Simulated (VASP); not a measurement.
# Os (P-1) in VASP: single point with PBE

Aim: the single point of Os with PBE.

All numbers are computed with VASP 6.6.1; they aren't measurements. Logs are shortened: lines on timing, memory, paths and dates and some standing lists are left out, and cuts for length are marked.

### 1 The cell of the first run

The typed cell holds 2 atoms: a = 2.746 Å, b = 2.746 Å, c = 4.326 Å, α = 90.00°, β = 90.00°, γ = 120.00°.

### 2 Single point, PBE

The input, INCAR:

```
SYSTEM = Os
  PREC = Accurate
  ENCUT = 560
  EDIFF = 1E-6
  ISMEAR = -1
  SIGMA = 0.06802846561497
  LREAL = .False.
  LASPH = .True.
  NELM = 120
  ALGO = Normal
  ISIF = 2
  LWAVE = .False.
  LCHARG = .False.
  GGA = PE
  NBANDS = 23
  GGA_COMPAT = .False.
```

The input, KPOINTS:

```
regular mesh
0
Gamma
  7 1 1
  0 0 0
```

The input, POSCAR:

```
Os
1.0
    2.7461342319      0.0000000000      0.0000000000
   -1.3730671160      2.3782220070      0.0000000000
    0.0000000000      0.0000000000      4.3263142200
Os
2
Direct
    0.3296037188      0.6781986511      0.2521743198
    0.6666038559      0.3369362538      0.7395298906
```

Potentials or basis: VASP PAW PBE potentials, release 64 (Os_sv_GW).

The run is started by

```
cat potpaw_PBE.64/Os_sv_GW/POTCAR > POTCAR
mpirun -np 1 vasp_std > vasp.out
```

OUTCAR:

```text
SYSTEM = Os
   PREC = Accurate
   ENCUT = 560
   EDIFF = 1E-6
   ISMEAR = -1
   LREAL = .False.
   LASPH = .True.
   NELM = 120
   ISIF = 2
   GGA = PE

 ion  position               nearest neighbor table
   1  0.330  0.678  0.252-   2 2.63   2 2.63   2 2.65   2 2.72   2 2.72   2 2.74
   2  0.667  0.337  0.740-   1 2.63   1 2.63   1 2.65   1 2.72   1 2.72   1 2.74

  LATTYP: Found a hexagonal cell.
 ALAT       =     2.7461342319
 C/A-ratio  =     1.5754197918

  Lattice vectors:

 A1 = (   2.7461342319,   0.0000000000,   0.0000000000)
 A2 = (  -1.3730671160,   2.3782220070,   0.0000000000)
 A3 = (   0.0000000000,   0.0000000000,   4.3263142200)

Analysis of symmetry for initial positions (statically):
=====================================================================
 Subroutine PRICEL returns:
 Original cell was already a primitive cell.

 Routine SETGRP: Setting up the symmetry group for a
 hexagonal supercell.

 Subroutine GETGRP returns: Found  2 space group operations
 (whereof  1 operations were pure point group operations)
 out of a pool of 24 trial point group operations.

The static configuration has the point symmetry C_1 .
 The point group associated with its full space group is S_2 .

Analysis of symmetry for dynamics (positions and initial velocities):
=====================================================================
 Subroutine PRICEL returns:
 Original cell was already a primitive cell.

 Routine SETGRP: Setting up the symmetry group for a
 hexagonal supercell.

 Subroutine GETGRP returns: Found  2 space group operations
 (whereof  1 operations were pure point group operations)
 out of a pool of 24 trial point group operations.

The dynamic configuration has the point symmetry C_1 .
 The point group associated with its full space group is S_2 .

 Subroutine INISYM returns: Found  2 space group operations
 (whereof  1 operations are pure point group operations),
 and found     1 'primitive' translations

----------------------------------------------------------------------------------------

                                     Primitive cell

  volume of cell :      28.2548

  direct lattice vectors                    reciprocal lattice vectors
     2.746134232  0.000000000  0.000000000     0.364148259  0.210241095  0.000000000
    -1.373067116  2.378222007  0.000000000     0.000000000  0.420482191  0.000000000
     0.000000000  0.000000000  4.326314220     0.000000000  0.000000000  0.231143636

  length of vectors
     2.746134232  2.746134232  4.326314220     0.420482191  0.420482191  0.231143636

  position of ions in fractional coordinates (direct lattice)
     0.329603719  0.678198651  0.252174320
     0.666603856  0.336936254  0.739529891

  ion indices of the primitive-cell ions
   primitive index   ion index
                 1           1
                 2           2

----------------------------------------------------------------------------------------

 KPOINTS: regular mesh

Automatic generation of k-mesh.
 Grid dimensions read from file:
 generate k-points for:    7    1    1

 Generating k-lattice:

  Cartesian coordinates                     Fractional coordinates (reciprocal lattice)
     0.052021180  0.030034442  0.000000000     0.142857143  0.000000000  0.000000000
     0.000000000  0.420482191  0.000000000     0.000000000  1.000000000  0.000000000
     0.000000000  0.000000000  0.231143636     0.000000000  0.000000000  1.000000000

  Length of vectors
     0.060068884  0.420482191  0.231143636

  Shift w.r.t. Gamma in fractional coordinates (k-lattice)
     0.000000000  0.000000000  0.000000000

 -----------------------------------------------------------------------------
|                                                                             |
|           W    W    AA    RRRRR   N    N  II  N    N   GGGG   !!!           |
|           W    W   A  A   R    R  NN   N  II  NN   N  G    G  !!!           |
|           W    W  A    A  R    R  N N  N  II  N N  N  G       !!!           |
|           W WW W  AAAAAA  RRRRR   N  N N  II  N  N N  G  GGG   !            |
|           WW  WW  A    A  R   R   N   NN  II  N   NN  G    G                |
|           W    W  A    A  R    R  N    N  II  N    N   GGGG   !!!           |
|                                                                             |
|     Your reciprocal lattice and k-lattice belong to different lattice       |
|     classes:                                                                |
|                                                                             |
|        The reciprocal lattice is hexagonal,                                 |
|        whereas your k-lattice is base centered orthorhombic.                |
|                                                                             |
|     Results are often still useful ...                                      |
|                                                                             |
 -----------------------------------------------------------------------------

 WARNING: IBZKPT: internal override: KBLOWUP is changed to .FALSE.
      ... skipping the blow-up phase ...

 Subroutine IBZKPT returns following result:
 ===========================================

 Found      4 irreducible k-points:

 Following reciprocal coordinates:
            Coordinates               Weight
  0.000000  0.000000  0.000000      1.000000
  0.142857  0.000000  0.000000      2.000000
  0.285714  0.000000  0.000000      2.000000
  0.428571  0.000000  0.000000      2.000000
   k-points           NKPTS =      4   k-points in BZ     NKDIM =      4   number of bands    NBANDS=     23
   number of dos      NEDOS =    301   number of ions     NIONS =      2
   total plane-waves  NPLWV =  20736
   dimension x,y,z NGX =    24 NGY =   24 NGZ =   36
   dimension x,y,z NGXF=    48 NGYF=   48 NGZF=   72
   ions per type =               2
   NGX,Y,Z   is equivalent  to a cutoff of  14.53, 14.53, 13.83 a.u.
   NGXF,Y,Z  is equivalent  to a cutoff of  29.06, 29.06, 27.67 a.u.
 SYSTEM =  Os
   PREC   = accura    normal or accurate (medium, high low for compatibility)
   ISTART =      0    job   : 0-new  1-cont  2-samecut
   ICHARG =      2    charge: 1-file 2-atom 10-const
   ISPIN  =      1    spin polarized calculation?
   LNONCOLLINEAR =      F non collinear calculations
   LSORBIT =      F    spin-orbit coupling
   LASPH  =      T    aspherical Exc in radial PAW
   ENCUT  =  560.0 eV  41.16 Ry    6.42 a.u.   5.30  5.30  8.35*2*pi/ulx,y,z
   NELM   =    120;   NELMIN=  2; NELMDL= -5     # of ELM steps
   EDIFF  = 0.1E-05   stopping-criterion for ELM
   LREAL  =      F    real-space projection
   EDIFFG = 0.1E-04   stopping-criterion for IOM
   NSW    =      0    number of steps for IOM
   IBRION =     -1    ionic relax: 0-MD 1-quasi-New 2-CG
   NFREE  =      0    steps in history (QN), initial steepest desc. (CG)
   ISIF   =      2    stress and relaxation
   ISYM   =      2    0-nonsym 1-usesym 2-fastsym
   POTIM  = 0.5000    time-step for ionic-motion
   TEBEG  =    0.0;   TEEND  =   0.0 temperature during run
   PSTRESS=    0.0 pullay stress
   NELECT =      32.0000    total number of electrons
   NUPDOWN=      -1.0000    fix difference up-down
   EMIN   =  10.00;   EMAX   =-10.00  energy-range for DOS
   EFERMI =   0.00;   METHOD = LEGACY
   ISMEAR =    -1;   SIGMA  =   0.07  broadening in eV -4-tet -1-fermi 0-gaus
   EFERMI_NEDOS =   21; number of points for ismear=-14 and -15
   IALGO  =     38    algorithm
   IMIX   =      4    mixing-type and parameters
     AMIX     =   0.40;   BMIX     =  1.00
     AMIX_MAG =   1.60;   BMIX_MAG =  1.00
  volume/ion in A,a.u.               =      14.13        95.34
  Fermi-wavevector in a.u.,A,eV,Ry     =   1.706452  3.224727 39.619873  2.911979
  Thomas-Fermi vector in A             =   2.785486
   LORBIT       =      0    0 simple, 1 ext, 2 COOP (PROOUT), +10 PAW based schemes
   GGA     = PE    functional components
   LHFCALC =     F    Hartree Fock is set to
   AEXX    =    0.0000 exact exchange contribution
   IVDW    =     0    specifies the selected vdW correction
   LEPSILON=     F    determine dielectric tensor
   LRPA    =     F    only Hartree local field effects (RPA)
 non-spin polarized calculation
  energy-cutoff  :      560.00
  volume of cell :       28.25
 maximum number of plane-waves:       857
 NGX is ok and might be reduce to    24
   NGX = 11   NGY = 11   NGZ = 17

 number of electron      32.0000000 magnetization

 Free energy of the ion-electron system (eV)
  ---------------------------------------------------
  ext. energy  EPLUGINS =         0.00000000
  ---------------------------------------------------
  free energy    TOTEN  =       -25.77916165 eV

  energy without entropy =      -25.72983803  energy(sigma->0) =      -25.75449984

 E-fermi :  12.3922     XC(G=0): -14.4841

 val. band max:       12.3416083598   @ k =   0.0000   0.0000   0.0000
 cond. band min:      13.2980284639   @ k =   0.2857   0.0000   0.0000
 fundamental gap:      0.9564201041
 Fermi energy:        12.3922277905

 k-point     1 :       0.0000    0.0000    0.0000
  band No.  band energies     occupation
      1     -72.7372      2.00000
      2     -72.6207      2.00000
      3     -32.7761      2.00000
      4     -31.8892      2.00000
      5     -31.7068      2.00000
      6     -31.6900      2.00000
[... 15 lines left out ...]
     22      26.9895      0.00000
     23      29.4216      0.00000

 k-point     2 :       0.1429    0.0000    0.0000
  band No.  band energies     occupation
      1     -72.7214      2.00000
      2     -72.6156      2.00000
      3     -32.7084      2.00000
      4     -32.0295      2.00000
      5     -31.8487      2.00000
      6     -31.7379      2.00000
[... 15 lines left out ...]
     22      28.5143      0.00000
     23      30.3312      0.00000

 k-point     3 :       0.2857    0.0000    0.0000
  band No.  band energies     occupation
      1     -72.6839      2.00000
      2     -72.6059      2.00000
      3     -32.5351      2.00000
      4     -32.3378      2.00000
      5     -32.1527      2.00000
      6     -31.8376      2.00000
[... 15 lines left out ...]
     22      26.2377      0.00000
     23      28.6382      0.00000

 k-point     4 :       0.4286    0.0000    0.0000
  band No.  band energies     occupation
      1     -72.6481      2.00000
      2     -72.6045      2.00000
      3     -32.5908      2.00000
      4     -32.4114      2.00000
      5     -32.3040      2.00000
      6     -31.9134      2.00000
[... 15 lines left out ...]
     22      25.0775      0.00000
     23      25.5071      0.00000

------------------------ aborting loop because EDIFF is reached ----------------------------------------

  FORCE on cell =-STRESS in cart. coord.  units (eV):
  Direction    XX          YY          ZZ          XY          YZ          ZX
  --------------------------------------------------------------------------------------
  -------------------------------------------------------------------------------------
  Total        2.8836171      1.6299865      2.2166516      2.2550451      0.0496227     -0.0365316
  in kB      163.5143850     92.4277478    125.6943653    127.8714541      2.8138342     -2.0715104
  external PRESSURE =     127.2121661 kB  Pullay stress =       0.0000000 kB

 VOLUME and BASIS-vectors are now :
 -----------------------------------------------------------------------------
  energy-cutoff  :      560.00
  volume of cell :       28.25
      direct lattice vectors                 reciprocal lattice vectors
     2.746134232  0.000000000  0.000000000     0.364148259  0.210241095  0.000000000
    -1.373067116  2.378222007  0.000000000     0.000000000  0.420482191  0.000000000
     0.000000000  0.000000000  4.326314220     0.000000000  0.000000000  0.231143636

 POSITION                                       TOTAL-FORCE (eV/Angst)
 -----------------------------------------------------------------------------------
     -0.02608      1.61291      1.09099        -1.224138     -0.862799     -0.292098
      1.36795      0.80131      3.19944         1.224138      0.862799      0.292098
 -----------------------------------------------------------------------------------
    total drift:                                0.000002     -0.000000      0.000015

  FREE ENERGIE OF THE ION-ELECTRON SYSTEM (eV)
  ---------------------------------------------------
  free  energy   TOTEN  =       -25.7791616509 eV

  energy  without entropy=      -25.7298380320  energy(sigma->0) =      -25.75449984
```

It took 6.1 s on 1 thread of AMD EPYC 7R13 (Zen 3), shared host; peak memory 0.12 GiB.

What came out:

- Free energy: -25.7792 eV
- Pressure: 12.7 GPa
- Largest force: 1.526 eV/Å
- Band gap on the k mesh: zero (bands 16 and 17 overlap by 3.16 eV)

Forces on the atoms (eV/Å):
```
Os  -1.224 -0.863 -0.292
Os   1.224  0.863  0.292
```

Caveat: the k points lie up to 2.30 Å⁻¹ apart, too coarse for converged energies and pressures of a metal; spin-orbit coupling is left out, which moves the levels of the heavy elements; forces of over 1 eV/Å act on the atoms, so gaps and moduli don't describe the material at rest.

The gap in the log of VASP goes by the Fermi energy; the results here count the filled bands.